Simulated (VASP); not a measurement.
# GaN in VASP: notebook, part 2 of 2

VASP 6.6.1.

## (3) Single point, PBE (epitaxial xy strain -3.0%)

INCAR reads:

```
SYSTEM = GaN
PREC = Accurate
ENCUT = 520
EDIFF = 1E-6
ISMEAR = 0
SIGMA = 0.01
LREAL = .False.
LASPH = .True.
NELM = 80
ALGO = Normal
ISIF = 2
LWAVE = .False.
LCHARG = .False.
GGA = PE
NBANDS = 16
```

KPOINTS reads:

```
regular mesh
0
Gamma
  6 6 6
  0 0 0
```

POSCAR reads:

```
GaN
1.0
    0.0000000000      2.1814839673      2.3186309995
    2.1814839673      0.0000000000      2.3186309995
    2.1814839673      2.1814839673      0.0000000000
Ga N
1 1
Direct
    0.0000000000      0.0000000000      0.0000000000
    0.2500000000      0.2500000000      0.2500000000
```

Potentials or basis: VASP PAW PBE potentials, release 64 (Ga_d, N).

On the command line:

```sh
> cat potpaw_PBE.64/Ga_d/POTCAR potpaw_PBE.64/N/POTCAR > POTCAR
> mpirun -np 1 vasp_std > vasp.out
```

OUTCAR:

```text
SYSTEM = GaN
   PREC = Accurate
   ENCUT = 520
   EDIFF = 1E-6
   ISMEAR = 0
   LREAL = .False.
   LASPH = .True.
   NELM = 80
   ISIF = 2
   GGA = PE

 ion  position               nearest neighbor table
   1  0.000  0.000  0.000-   2 1.93   2 1.93   2 1.93   2 1.93
   2  0.250  0.250  0.250-   1 1.93   1 1.93   1 1.93   1 1.93

  LATTYP: Found a body centered tetragonal cell.
 ALAT       =     3.0850842127
 C/A-ratio  =     1.5031233118

  Lattice vectors:

 A1 = (  -2.1814839673,   0.0000000000,   2.3186309995)
 A2 = (   2.1814839673,   0.0000000000,   2.3186309995)
 A3 = (   0.0000000000,   2.1814839673,  -2.3186309995)

Analysis of symmetry for initial positions (statically):
=====================================================================
 Subroutine PRICEL returns:
 Original cell was already a primitive cell.

 Routine SETGRP: Setting up the symmetry group for a
 body centered tetragonal supercell.

 Subroutine GETGRP returns: Found  8 space group operations
 (whereof  8 operations were pure point group operations)
 out of a pool of 16 trial point group operations.

The static configuration has the point symmetry D_2d.

Analysis of symmetry for dynamics (positions and initial velocities):
=====================================================================
 Subroutine PRICEL returns:
 Original cell was already a primitive cell.

 Routine SETGRP: Setting up the symmetry group for a
 body centered tetragonal supercell.

 Subroutine GETGRP returns: Found  8 space group operations
 (whereof  8 operations were pure point group operations)
 out of a pool of 16 trial point group operations.

The dynamic configuration has the point symmetry D_2d.

 Subroutine INISYM returns: Found  8 space group operations
 (whereof  8 operations are pure point group operations),
 and found     1 'primitive' translations

----------------------------------------------------------------------------------------

                                     Primitive cell

  volume of cell :      22.0681

  direct lattice vectors                    reciprocal lattice vectors
     0.000000000  2.181483967  2.318630999    -0.229201776  0.229201776  0.215644490
     2.181483967  0.000000000  2.318630999     0.229201776 -0.229201776  0.215644490
     2.181483967  2.181483967  0.000000000     0.229201776  0.229201776 -0.215644490

  length of vectors
     3.183539227  3.183539227  3.085084213     0.389319219  0.389319219  0.389319219

  position of ions in fractional coordinates (direct lattice)
     0.000000000  0.000000000  0.000000000
     0.250000000  0.250000000  0.250000000

  ion indices of the primitive-cell ions
   primitive index   ion index
                 1           1
                 2           2

----------------------------------------------------------------------------------------

 KPOINTS: regular mesh

Automatic generation of k-mesh.
 Grid dimensions read from file:
 generate k-points for:    6    6    6

 Generating k-lattice:

  Cartesian coordinates                     Fractional coordinates (reciprocal lattice)
    -0.038200296  0.038200296  0.035940748     0.166666667 -0.000000000  0.000000000
     0.038200296 -0.038200296  0.035940748    -0.000000000  0.166666667  0.000000000
     0.038200296  0.038200296 -0.035940748     0.000000000  0.000000000  0.166666667

  Length of vectors
     0.064886537  0.064886537  0.064886537

  Shift w.r.t. Gamma in fractional coordinates (k-lattice)
     0.000000000  0.000000000  0.000000000

 Subroutine IBZKPT returns following result:
 ===========================================

 Found     30 irreducible k-points:

 Following reciprocal coordinates:
            Coordinates               Weight
  0.000000  0.000000  0.000000      1.000000
  0.166667 -0.000000  0.000000      8.000000
  0.333333  0.000000  0.000000      8.000000
  0.500000 -0.000000  0.000000      4.000000
  0.166667  0.166667  0.000000      2.000000
  0.333333  0.166667  0.000000      8.000000
[... 16 lines left out ...]
  0.333333  0.000000  0.333333      4.000000
  0.500000 -0.000000  0.333333     16.000000
 [... further k-points ...]
   k-points           NKPTS =     30   k-points in BZ     NKDIM =     30   number of bands    NBANDS=     16
   number of dos      NEDOS =    301   number of ions     NIONS =      2
   total plane-waves  NPLWV =  13824
   dimension x,y,z NGX =    24 NGY =   24 NGZ =   24
   dimension x,y,z NGXF=    48 NGYF=   48 NGZF=   48
   ions per type =               1   1
   NGX,Y,Z   is equivalent  to a cutoff of  12.53, 12.53, 12.93 a.u.
   NGXF,Y,Z  is equivalent  to a cutoff of  25.07, 25.07, 25.87 a.u.
 SYSTEM =  GaN
   PREC   = accura    normal or accurate (medium, high low for compatibility)
   ISTART =      0    job   : 0-new  1-cont  2-samecut
   ICHARG =      2    charge: 1-file 2-atom 10-const
   ISPIN  =      1    spin polarized calculation?
   LNONCOLLINEAR =      F non collinear calculations
   LSORBIT =      F    spin-orbit coupling
   LASPH  =      T    aspherical Exc in radial PAW
   ENCUT  =  520.0 eV  38.22 Ry    6.18 a.u.   5.92  5.92  5.74*2*pi/ulx,y,z
   NELM   =     80;   NELMIN=  2; NELMDL= -5     # of ELM steps
   EDIFF  = 0.1E-05   stopping-criterion for ELM
   LREAL  =      F    real-space projection
   EDIFFG = 0.1E-04   stopping-criterion for IOM
   NSW    =      0    number of steps for IOM
   IBRION =     -1    ionic relax: 0-MD 1-quasi-New 2-CG
   NFREE  =      0    steps in history (QN), initial steepest desc. (CG)
   ISIF   =      2    stress and relaxation
   ISYM   =      2    0-nonsym 1-usesym 2-fastsym
   POTIM  = 0.5000    time-step for ionic-motion
   TEBEG  =    0.0;   TEEND  =   0.0 temperature during run
   PSTRESS=    0.0 pullay stress
   NELECT =      18.0000    total number of electrons
   NUPDOWN=      -1.0000    fix difference up-down
   EMIN   =  10.00;   EMAX   =-10.00  energy-range for DOS
   EFERMI =   0.00;   METHOD = LEGACY
   ISMEAR =     0;   SIGMA  =   0.01  broadening in eV -4-tet -1-fermi 0-gaus
   EFERMI_NEDOS =   21; number of points for ismear=-14 and -15
   IALGO  =     38    algorithm
   IMIX   =      4    mixing-type and parameters
     AMIX     =   0.40;   BMIX     =  1.00
     AMIX_MAG =   1.60;   BMIX_MAG =  1.00
  volume/ion in A,a.u.               =      11.03        74.46
  Fermi-wavevector in a.u.,A,eV,Ry     =   1.529597  2.890520 31.833114  2.339668
  Thomas-Fermi vector in A             =   2.637196
   LORBIT       =      0    0 simple, 1 ext, 2 COOP (PROOUT), +10 PAW based schemes
   GGA     = PE    functional components
   LHFCALC =     F    Hartree Fock is set to
   AEXX    =    0.0000 exact exchange contribution
   IVDW    =     0    specifies the selected vdW correction
   LEPSILON=     F    determine dielectric tensor
   LRPA    =     F    only Hartree local field effects (RPA)
 non-spin polarized calculation
 Gauss-broadening in eV      SIGMA  =   0.01
  energy-cutoff  :      520.00
  volume of cell :       22.07
 maximum number of plane-waves:       606
   NGX = 11   NGY = 11   NGZ = 11

 number of electron      18.0000012 magnetization

 Free energy of the ion-electron system (eV)
  ---------------------------------------------------
  ext. energy  EPLUGINS =         0.00000000
  ---------------------------------------------------
  free energy    TOTEN  =       -12.07147884 eV

  energy without entropy =      -12.07147884  energy(sigma->0) =      -12.07147884

 E-fermi :   5.9301     XC(G=0): -11.8665

 val. band max:        5.7979814628   @ k =   0.0000   0.0000   0.0000
 cond. band min:       7.6367131032   @ k =   0.0000   0.0000   0.0000
 fundamental gap:      1.8387316404
 Fermi energy:         5.9301093430

 k-point     1 :       0.0000    0.0000    0.0000
  band No.  band energies     occupation
      1     -10.5552      2.00000
      2      -7.8457      2.00000
      3      -7.7717      2.00000
      4      -7.7717      2.00000
      5      -7.4453      2.00000
      6      -7.4405      2.00000
[... 8 lines left out ...]
     15      23.8004      0.00000
     16      24.4270      0.00000
[... 419 lines left out ...]
 k-point    24 :       0.5000   -0.0000    0.3333
  band No.  band energies     occupation
      1      -9.3522      2.00000
      2      -7.6863      2.00000
      3      -7.5389      2.00000
      4      -7.5079      2.00000
      5      -7.3681      2.00000
      6      -5.8482      2.00000
[... 8 lines left out ...]
     15      27.7977      0.00000
     16      28.4742      0.00000

 [... further k-points ...]
[... 5 lines left out ...]
  --------------------------------------------------------------------------------------
  -------------------------------------------------------------------------------------
  Total        2.0871415      2.0871415      0.9337584      0.0000000     -0.0000000      0.0000000
  in kB      151.5293627    151.5293627     67.7921509      0.0000000     -0.0000000      0.0000000
  external PRESSURE =     123.6169588 kB  Pullay stress =       0.0000000 kB

 VOLUME and BASIS-vectors are now :
 -----------------------------------------------------------------------------
  energy-cutoff  :      520.00
  volume of cell :       22.07
      direct lattice vectors                 reciprocal lattice vectors
     0.000000000  2.181483967  2.318630999    -0.229201776  0.229201776  0.215644490
     2.181483967  0.000000000  2.318630999     0.229201776 -0.229201776  0.215644490
     2.181483967  2.181483967  0.000000000     0.229201776  0.229201776 -0.215644490

 POSITION                                       TOTAL-FORCE (eV/Angst)
 -----------------------------------------------------------------------------------
      0.00000      0.00000      0.00000         0.000000      0.000000     -0.000000
      1.09074      1.09074      1.15932        -0.000000     -0.000000      0.000000
 -----------------------------------------------------------------------------------
    total drift:                                0.000000      0.000000      0.000002

  FREE ENERGIE OF THE ION-ELECTRON SYSTEM (eV)
  ---------------------------------------------------
  free  energy   TOTEN  =       -12.0714788417 eV

  energy  without entropy=      -12.0714788417  energy(sigma->0) =      -12.07147884
```

OSZICAR:

```text
N       E                     dE             d eps       ncg     rms          rms(c)
DAV:   1     0.743536847078E+02    0.74354E+02   -0.93872E+03  1120   0.203E+03
DAV:   2    -0.926292502127E+01   -0.83617E+02   -0.79110E+02  1136   0.312E+02
DAV:   3    -0.140876247064E+02   -0.48247E+01   -0.48100E+01  1080   0.655E+01
DAV:   4    -0.141360299822E+02   -0.48405E-01   -0.48399E-01  1272   0.704E+00
DAV:   5    -0.141366884590E+02   -0.65848E-03   -0.65847E-03  1096   0.720E-01    0.785E+00
DAV:   6    -0.120682000343E+02    0.20685E+01   -0.48696E+00  1448   0.409E+01    0.268E+00
DAV:   7    -0.120790409649E+02   -0.10841E-01   -0.33777E-01  1072   0.646E+00    0.178E+00
DAV:   8    -0.120749766480E+02    0.40643E-02   -0.50851E-02  1120   0.331E+00    0.719E-01
DAV:   9    -0.120712723122E+02    0.37043E-02   -0.13865E-02  1432   0.283E+00    0.179E-01
DAV:  10    -0.120715605824E+02   -0.28827E-03   -0.14885E-03  1168   0.560E-01    0.774E-02
DAV:  11    -0.120714742642E+02    0.86318E-04   -0.26335E-04  1480   0.235E-01    0.123E-02
DAV:  12    -0.120714791054E+02   -0.48412E-05   -0.26660E-05  1096   0.507E-02    0.115E-02
DAV:  13    -0.120714788417E+02    0.26377E-06   -0.64902E-07   832   0.144E-02
   1 F= -.12071479E+02 E0= -.12071479E+02  d E =-.793401E-80
```

stdout:

```text
POSCAR found type information on POSCAR GaN
 POSCAR found :  2 types and       2 ions
 scaLAPACK will be used
 LDA part: xc-table for (Slater+PW92), standard interpolation
 POSCAR, INCAR and KPOINTS ok, starting setup
 FFT: planning ... GRIDC
 FFT: planning ... GRID_SOFT
 FFT: planning ... GRID
 WAVECAR not read
 entering main loop
```

Run time: 8.4 s. Hardware: 1 thread of Intel Xeon Platinum 8259CL at 2.50GHz (Skylake/Cascade Lake), shared host; peak memory 0.14 GiB.

What came out:

```yaml
Free_energy: -12.0715 eV
Pressure: 12.4 GPa
Band_gap_on_the_k_mesh: 1.84 eV, direct
```

Stress tensor (GPa, compression positive):
```
15.15  0.00  0.00
 0.00 15.15  0.00
 0.00  0.00  6.78
```

Caveat: the cell differs from its parent crystal (epitaxial xy strain -3.0%).

## (4) Single point, PBE (uniaxial z strain +2.5%)

INCAR reads:

```
SYSTEM = GaN
  PREC = Accurate
  ENCUT = 520
  EDIFF = 1E-6
  ISMEAR = 0
  SIGMA = 0.01
  LREAL = .False.
  LASPH = .True.
  NELM = 80
  ALGO = Normal
  ISIF = 2
  LWAVE = .False.
  LCHARG = .False.
  GGA = PE
  NBANDS = 16
```

KPOINTS reads:

```
Automatic mesh
0
Gamma
  6 6 6
  0 0 0
```

POSCAR reads:

```
GaN
1.0
    0.0000000000      2.2489525436      2.3051763572
    2.2489525436      0.0000000000      2.3051763572
    2.2489525436      2.2489525436      0.0000000000
Ga N
1 1
Direct
    0.0000000000      0.0000000000      0.0000000000
    0.2500000000      0.2500000000      0.2500000000
```

On the command line:

```sh
> cat potpaw_PBE.64/Ga_d/POTCAR potpaw_PBE.64/N/POTCAR > POTCAR
> mpirun -np 1 vasp_std > vasp.out
```

Run time: 7.9 s. Hardware: 1 thread of Intel Xeon Platinum 8259CL at 2.50GHz (Skylake/Cascade Lake), shared host; peak memory 0.14 GiB.

The run converged. Its results:

```yaml
Free_energy: -12.1440 eV
Pressure: 1.6 GPa
Band_gap_on_the_k_mesh: 1.56 eV, direct
```

Stress tensor (GPa, compression positive):
```
 2.63  0.00  0.00
 0.00  2.63  0.00
 0.00  0.00 -0.57
```

Levels at points of the mesh, in eV from the valence-band top:
```csv
k point,band 6,band 7,band 8,band 9,band 10,band 11,band 12,band 13
"(0.00, 0.00, 0.00)",-13.17,-0.12,0.00,0.00,1.56,10.12,10.12,10.19
"(0.50, 0.00, 0.00)",-11.92,-6.96,-1.08,-0.89,4.45,8.59,10.07,10.41
"(0.50, 0.50, 0.00)",-11.58,-6.26,-2.55,-2.55,3.41,6.76,11.32,13.81
"(0.50, 0.00, 0.50)",-11.45,-6.00,-2.74,-2.73,3.25,6.38,11.64,13.40
```

Caveat: the cell differs from its parent crystal (uniaxial z strain +2.5%).

## (5) Overview

```tsv
cell	gap on the mesh (eV)	pressure (GPa)
a = 3.228 Å, angles 60.0°, 2 atoms	1.47	-1.8
a = 3.184, b = 3.184, c = 3.085 Å, angles 61.0, 61.0, 58.0°, 2 atoms	1.84	12.4
a = 3.221, b = 3.221, c = 3.180 Å, angles 60.4, 60.4, 59.2°, 2 atoms	1.56	1.6
```

Alike in all rows: task single point; level PBE; potentials or basis VASP PAW PBE potentials, release 64 (Ga_d, N); no spin polarisation; k mesh 6 × 6 × 6; cutoff (eV) 520; smearing gaussian 0.01 eV.

Total energies depend on the potentials used, so only differences within one code and one set of settings carry meaning.
